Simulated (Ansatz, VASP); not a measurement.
**LiCl: VASP beside Ansatz**

```
CELL_PARAMETERS angstrom
0.00000 2.62299 2.51109
2.62299 0.00000 2.51109
2.62299 2.62299 0.00000
ATOMIC_POSITIONS crystal
Li 0.00000 0.00000 0.00000
Cl 0.50000 0.50000 0.50000
```

Change from the starting cell: epitaxial_xy strain +2.6%.

Alike in both runs: task single point; functional HSE06; k mesh 6 × 6 × 6; no spin polarisation.

```csv
,VASP,Ansatz
version,VASP 6.6.1,Ansatz 0.2.0
potentials or method,"VASP PAW PBE potentials, release 64 (Li_sv, Cl)","plane waves, PAW"
plane-wave cutoff (eV),520,420
occupations,"gaussian, width 0.01 eV",fixed
valence electrons in the cell,10,10
```

|  | VASP | Ansatz | Ansatz less VASP |
| --- | --- | --- | --- |
| gap on the k mesh at the Fermi level (eV) | 7.55 | 7.54 | -0.006 |

Ansatz's warnings: stress exchange threshold loose, stress scf threshold loose.

Noted on VASP's run: the cutoff is short for stress, so the pressure is rough.
